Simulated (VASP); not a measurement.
# AlAs5 (I4/mmm) in VASP: single point with PBE

Aim: the single point of AlAs5 with PBE.

Everything below comes from runs of VASP 6.6.1. Logs are shortened: lines on timing, memory, paths and dates and some standing lists are left out, and cuts for length are marked.

### Step 1. The cell of the first run

It takes space group I4/mmm (No. 139, tetragonal). Conventional cell: a = 5.751 Å, b = 5.751 Å, c = 7.776 Å, α = 90.00°, β = 90.00°, γ = 90.00°. Al (site symmetry 4/mmm) has 8 As at 2.81 Å within 3.7 Å. As (site symmetry 2/m) has 2 Al at 2.81 Å and 6 As at 2.81 to 2.88 Å within 3.7 Å. As (site symmetry 4/mmm) has 8 As at 2.81 Å within 3.7 Å.

### Step 2. Single point, PBE

INCAR reads:

```
SYSTEM = AlAs5
PREC = Accurate
ENCUT = 520
EDIFF = 1E-6
ISMEAR = 0
SIGMA = 0.1
LREAL = .False.
LASPH = .True.
NELM = 60
ALGO = Normal
ISIF = 2
LWAVE = .False.
LCHARG = .False.
GGA = PE
NBANDS = 23
```

KPOINTS reads:

```
Automatic mesh
0
Gamma
  10 10 10
  0 0 0
```

POSCAR reads:

```
AlAs5
1.0
   -2.8754192401      2.8754192401      3.8880545220
    2.8754192401     -2.8754192401      3.8880545220
    2.8754192401      2.8754192401     -3.8880545220
Al As
1 5
Direct
    0.5000000000      0.5000000000      0.0000000000
    0.5000000000      0.5000000000      0.5000000000
    0.0000000000      0.0000000000      0.5000000000
    0.5000000000      0.0000000000      0.0000000000
    0.0000000000      0.5000000000      0.0000000000
    0.0000000000      0.0000000000      0.0000000000
```

Potentials or basis: VASP PAW PBE potentials, release 64 (Al, As).

Command:

```
$ cat potpaw_PBE.64/Al/POTCAR potpaw_PBE.64/As/POTCAR > POTCAR
$ mpirun -np 1 vasp_std > vasp.out
```

OUTCAR:

```text
SYSTEM = AlAs5
   PREC = Accurate
   ENCUT = 520
   EDIFF = 1E-6
   ISMEAR = 0
   LREAL = .False.
   LASPH = .True.
   NELM = 60
   ISIF = 2
   GGA = PE

 ion  position               nearest neighbor table
   1  0.500  0.500  0.000-   2 2.81   3 2.81   4 2.81   5 2.81   2 2.81   4 2.81   5 2.81   3 2.81

   2  0.500  0.500  0.500-   1 2.81   6 2.81   1 2.81   6 2.81   5 2.88   4 2.88   5 2.88   4 2.88

   3  0.000  0.000  0.500-   1 2.81   6 2.81   6 2.81   1 2.81   5 2.88   5 2.88   4 2.88   4 2.88

   4  0.500  0.000  0.000-   1 2.81   6 2.81   1 2.81   6 2.81   3 2.88   2 2.88   2 2.88   3 2.88

   5  0.000  0.500  0.000-   1 2.81   6 2.81   6 2.81   1 2.81   3 2.88   3 2.88   2 2.88   2 2.88

   6  0.000  0.000  0.000-   2 2.81   3 2.81   4 2.81   5 2.81   3 2.81   5 2.81   4 2.81   2 2.81

  LATTYP: Found a body centered tetragonal cell.
 ALAT       =     5.7508384802
 C/A-ratio  =     1.3521696133

  Lattice vectors:

 A1 = (  -2.8754192401,   2.8754192401,   3.8880545220)
 A2 = (   2.8754192401,  -2.8754192401,   3.8880545220)
 A3 = (   2.8754192401,   2.8754192401,  -3.8880545220)

Analysis of symmetry for initial positions (statically):
=====================================================================
 Subroutine PRICEL returns:
 Original cell was already a primitive cell.

 Routine SETGRP: Setting up the symmetry group for a
 body centered tetragonal supercell.

 Subroutine GETGRP returns: Found 16 space group operations
 (whereof 16 operations were pure point group operations)
 out of a pool of 16 trial point group operations.

The static configuration has the point symmetry D_4h.

Analysis of symmetry for dynamics (positions and initial velocities):
=====================================================================
 Subroutine PRICEL returns:
 Original cell was already a primitive cell.

 Routine SETGRP: Setting up the symmetry group for a
 body centered tetragonal supercell.

 Subroutine GETGRP returns: Found 16 space group operations
 (whereof 16 operations were pure point group operations)
 out of a pool of 16 trial point group operations.

The dynamic configuration has the point symmetry D_4h.

 Subroutine INISYM returns: Found 16 space group operations
 (whereof 16 operations are pure point group operations),
 and found     1 'primitive' translations

----------------------------------------------------------------------------------------

                                     Primitive cell

  volume of cell :     128.5863

  direct lattice vectors                    reciprocal lattice vectors
    -2.875419240  2.875419240  3.888054522     0.000000000  0.173887687  0.128599020
     2.875419240 -2.875419240  3.888054522     0.173887687  0.000000000  0.128599020
     2.875419240  2.875419240 -3.888054522     0.173887687  0.173887687  0.000000000

  length of vectors
     5.626103410  5.626103410  5.626103410     0.216274445  0.216274445  0.245914325

  position of ions in fractional coordinates (direct lattice)
     0.500000000  0.500000000  0.000000000
     0.500000000  0.500000000  0.500000000
     1.000000000  1.000000000  0.500000000
     0.500000000  0.000000000  0.000000000
     0.000000000  0.500000000  0.000000000
     0.000000000  0.000000000  0.000000000

  ion indices of the primitive-cell ions
   primitive index   ion index
                 1           1
                 2           2
                 3           3
                 4           4
                 5           5
                 6           6

----------------------------------------------------------------------------------------

 KPOINTS: Automatic mesh

Automatic generation of k-mesh.
 Grid dimensions read from file:
 generate k-points for:   10   10   10

 Generating k-lattice:

  Cartesian coordinates                     Fractional coordinates (reciprocal lattice)
     0.000000000  0.017388769  0.012859902     0.100000000  0.000000000 -0.000000000
     0.017388769  0.000000000  0.012859902     0.000000000  0.100000000 -0.000000000
     0.017388769  0.017388769  0.000000000     0.000000000  0.000000000  0.100000000

  Length of vectors
     0.021627444  0.021627444  0.024591432

  Shift w.r.t. Gamma in fractional coordinates (k-lattice)
     0.000000000  0.000000000  0.000000000

 Subroutine IBZKPT returns following result:
 ===========================================

 Found    102 irreducible k-points:

 Following reciprocal coordinates:
            Coordinates               Weight
  0.000000  0.000000  0.000000      1.000000
  0.100000  0.000000 -0.000000      8.000000
  0.200000  0.000000 -0.000000      8.000000
  0.300000  0.000000 -0.000000      8.000000
  0.400000  0.000000 -0.000000      8.000000
  0.500000  0.000000  0.000000      4.000000
[... 16 lines left out ...]
  0.300000  0.300000 -0.000000      8.000000
  0.400000  0.300000 -0.000000     16.000000
 [... further k-points ...]
   k-points           NKPTS =    102   k-points in BZ     NKDIM =    102   number of bands    NBANDS=     23
   number of dos      NEDOS =    301   number of ions     NIONS =      6
   total plane-waves  NPLWV =  74088
   dimension x,y,z NGX =    42 NGY =   42 NGZ =   42
   dimension x,y,z NGXF=    84 NGYF=   84 NGZF=   84
   ions per type =               1   5
   NGX,Y,Z   is equivalent  to a cutoff of  12.41, 12.41, 12.41 a.u.
   NGXF,Y,Z  is equivalent  to a cutoff of  24.82, 24.82, 24.82 a.u.
 SYSTEM =  AlAs5
   PREC   = accura    normal or accurate (medium, high low for compatibility)
   ISTART =      0    job   : 0-new  1-cont  2-samecut
   ICHARG =      2    charge: 1-file 2-atom 10-const
   ISPIN  =      1    spin polarized calculation?
   LNONCOLLINEAR =      F non collinear calculations
   LSORBIT =      F    spin-orbit coupling
   LASPH  =      T    aspherical Exc in radial PAW
   ENCUT  =  520.0 eV  38.22 Ry    6.18 a.u.  10.46 10.46 10.46*2*pi/ulx,y,z
   NELM   =     60;   NELMIN=  2; NELMDL= -5     # of ELM steps
   EDIFF  = 0.1E-05   stopping-criterion for ELM
   LREAL  =      F    real-space projection
   EDIFFG = 0.1E-04   stopping-criterion for IOM
   NSW    =      0    number of steps for IOM
   IBRION =     -1    ionic relax: 0-MD 1-quasi-New 2-CG
   NFREE  =      0    steps in history (QN), initial steepest desc. (CG)
   ISIF   =      2    stress and relaxation
   ISYM   =      2    0-nonsym 1-usesym 2-fastsym
   POTIM  = 0.5000    time-step for ionic-motion
   TEBEG  =    0.0;   TEEND  =   0.0 temperature during run
   PSTRESS=    0.0 pullay stress
   NELECT =      28.0000    total number of electrons
   NUPDOWN=      -1.0000    fix difference up-down
   EMIN   =  10.00;   EMAX   =-10.00  energy-range for DOS
   EFERMI =   0.00;   METHOD = LEGACY
   ISMEAR =     0;   SIGMA  =   0.10  broadening in eV -4-tet -1-fermi 0-gaus
   EFERMI_NEDOS =   21; number of points for ismear=-14 and -15
   IALGO  =     38    algorithm
   IMIX   =      4    mixing-type and parameters
     AMIX     =   0.40;   BMIX     =  1.00
     AMIX_MAG =   1.60;   BMIX_MAG =  1.00
  volume/ion in A,a.u.               =      21.43       144.62
  Fermi-wavevector in a.u.,A,eV,Ry     =   0.984909  1.861207 13.198264  0.970045
  Thomas-Fermi vector in A             =   2.116176
   LORBIT       =      0    0 simple, 1 ext, 2 COOP (PROOUT), +10 PAW based schemes
   GGA     = PE    functional components
   LHFCALC =     F    Hartree Fock is set to
   AEXX    =    0.0000 exact exchange contribution
   IVDW    =     0    specifies the selected vdW correction
   LEPSILON=     F    determine dielectric tensor
   LRPA    =     F    only Hartree local field effects (RPA)
 non-spin polarized calculation
 Gauss-broadening in eV      SIGMA  =   0.10
  energy-cutoff  :      520.00
  volume of cell :      128.59
 maximum number of plane-waves:      3491
 NGX is ok and might be reduce to    42
   NGX = 21   NGY = 21   NGZ = 21

 number of electron      27.9999996 magnetization

 Free energy of the ion-electron system (eV)
  ---------------------------------------------------
  ext. energy  EPLUGINS =         0.00000000
  ---------------------------------------------------
  free energy    TOTEN  =       -25.60055958 eV

  energy without entropy =      -25.58549477  energy(sigma->0) =      -25.59302717

 E-fermi :   5.2789     XC(G=0):  -9.8306

 val. band max:        5.2503442283   @ k =   0.4000   0.1000   0.0000
 cond. band min:       5.2790460522   @ k =   0.3000   0.0000  -0.0000
 fundamental gap:      0.0287018239
 Fermi energy:         5.2789303340

 k-point     1 :       0.0000    0.0000    0.0000
  band No.  band energies     occupation
      1      -9.1578      2.00000
      2      -5.1414      2.00000
      3      -5.1414      2.00000
      4      -3.9694      2.00000
      5      -2.9387      2.00000
      6      -2.0085      2.00000
[... 15 lines left out ...]
     22      10.4094      0.00000
     23      11.0063      0.00000

 k-point     2 :       0.1000    0.0000   -0.0000
  band No.  band energies     occupation
      1      -9.1016      2.00000
      2      -5.3195      2.00000
      3      -5.1218      2.00000
      4      -4.0908      2.00000
      5      -3.0874      2.00000
      6      -1.7673      2.00000
[... 15 lines left out ...]
     22      10.2976      0.00000
     23      10.8175      0.00000

 k-point     3 :       0.2000    0.0000   -0.0000
  band No.  band energies     occupation
      1      -8.9350      2.00000
      2      -5.8024      2.00000
      3      -5.0599      2.00000
      4      -4.2512      2.00000
      5      -3.4351      2.00000
      6      -1.3372      2.00000
[... 15 lines left out ...]
     22      10.2278      0.00000
     23      10.5020      0.00000

 k-point     4 :       0.3000    0.0000   -0.0000
  band No.  band energies     occupation
      1      -8.6657      2.00000
      2      -6.4169      2.00000
      3      -4.9471      2.00000
      4      -4.3436      2.00000
      5      -3.8353      2.00000
      6      -1.0142      2.00000
[... 15 lines left out ...]
     22      10.1074      0.00000
     23      10.1765      0.00000

 k-point     5 :       0.4000    0.0000   -0.0000
  band No.  band energies     occupation
      1      -8.3225      2.00000
      2      -7.0027      2.00000
      3      -4.7747      2.00000
      4      -4.3903      2.00000
      5      -4.2066      2.00000
      6      -0.8345      2.00000
[... 15 lines left out ...]
     22      10.0002      0.00000
     23      10.0171      0.00000

 k-point     6 :       0.5000    0.0000    0.0000
  band No.  band energies     occupation
      1      -8.0843      2.00000
      2      -7.3264      2.00000
      3      -4.5799      2.00000
      4      -4.4716      2.00000
      5      -4.4049      2.00000
      6      -0.7778      2.00000
[... 15 lines left out ...]
     22      10.3988      0.00000
     23      10.7656      0.00000

 k-point     7 :       0.1000    0.1000   -0.0000
  band No.  band energies     occupation
      1      -9.0092      2.00000
      2      -5.4358      2.00000
      3      -5.2828      2.00000
      4      -4.2443      2.00000
      5      -3.1991      2.00000
      6      -1.4509      2.00000
[... 353 lines left out ...]
     22       9.9132      0.00000
     23       9.9475      0.00000

 k-point    21 :      -0.3000    0.2000    0.0000
  band No.  band energies     occupation
      1      -8.6639      2.00000
      2      -6.0120      2.00000
      3      -5.2845      2.00000
      4      -4.8159      2.00000
      5      -3.8973      2.00000
      6      -0.3805      2.00000
[... 15 lines left out ...]
     22       9.4293      0.00000
     23       9.9039      0.00000

 k-point    22 :      -0.2000    0.2000    0.0000
  band No.  band energies     occupation
      1      -8.8611      2.00000
      2      -5.6101      2.00000
      3      -5.3621      2.00000
      4      -4.5071      2.00000
      5      -3.7079      2.00000
      6      -0.8757      2.00000
[... 15 lines left out ...]
     22       9.7972      0.00000
     23      10.0038      0.00000

 k-point    23 :       0.3000    0.3000   -0.0000
  band No.  band energies     occupation
      1      -7.9753      2.00000
      2      -6.8818      2.00000
      3      -5.9918      2.00000
      4      -4.6808      2.00000
      5      -3.9673      2.00000
      6      -0.3862      2.00000
[... 15 lines left out ...]
     22       9.7347      0.00000
     23      10.0286      0.00000

 k-point    24 :       0.4000    0.3000   -0.0000
  band No.  band energies     occupation
      1      -7.7895      2.00000
      2      -7.0080      2.00000
      3      -6.0267      2.00000
      4      -4.9335      2.00000
      5      -4.0353      2.00000
      6      -0.1595      2.00000
[... 15 lines left out ...]
     22       9.8788      0.00000
     23      10.0682      0.00000

 [... further k-points ...]

------------------------ aborting loop because EDIFF is reached ----------------------------------------

  FORCE on cell =-STRESS in cart. coord.  units (eV):
  Direction    XX          YY          ZZ          XY          YZ          ZX
  --------------------------------------------------------------------------------------
  -------------------------------------------------------------------------------------
  Total        0.0909218      0.0909218      0.0801008      0.0000000      0.0000000      0.0000000
  in kB        1.1328797      1.1328797      0.9980516      0.0000000      0.0000000      0.0000000
  external PRESSURE =       1.0879370 kB  Pullay stress =       0.0000000 kB

 VOLUME and BASIS-vectors are now :
 -----------------------------------------------------------------------------
  energy-cutoff  :      520.00
  volume of cell :      128.59
      direct lattice vectors                 reciprocal lattice vectors
    -2.875419240  2.875419240  3.888054522     0.000000000  0.173887687  0.128599020
     2.875419240 -2.875419240  3.888054522     0.173887687  0.000000000  0.128599020
     2.875419240  2.875419240 -3.888054522     0.173887687  0.173887687  0.000000000

 POSITION                                       TOTAL-FORCE (eV/Angst)
 -----------------------------------------------------------------------------------
      0.00000      0.00000      3.88805        -0.000000      0.000000     -0.000000
      1.43771      1.43771      1.94403         0.000000     -0.000000     -0.000000
      1.43771      1.43771     -1.94403        -0.000000      0.000000      0.000000
     -1.43771      1.43771      1.94403         0.000000      0.000000      0.000000
      1.43771     -1.43771      1.94403        -0.000000      0.000000      0.000000
      0.00000      0.00000      0.00000        -0.000000      0.000000      0.000000
 -----------------------------------------------------------------------------------
    total drift:                               -0.000000     -0.000000      0.000000

  FREE ENERGIE OF THE ION-ELECTRON SYSTEM (eV)
  ---------------------------------------------------
  free  energy   TOTEN  =       -25.6005595802 eV

  energy  without entropy=      -25.5854947686  energy(sigma->0) =      -25.59302717
```

Wall time 2.2 min (1 thread of Intel Xeon 6975P-C (Granite Rapids), shared host); peak memory 0.41 GiB.

What came out:

```yaml
Free_energy: -25.6006 eV
Pressure: 0.1 GPa
Band_gap_on_the_k_mesh: zero (band 14 reaches 7.09 eV, above the bottom of band 15 at 4.63 eV)
```
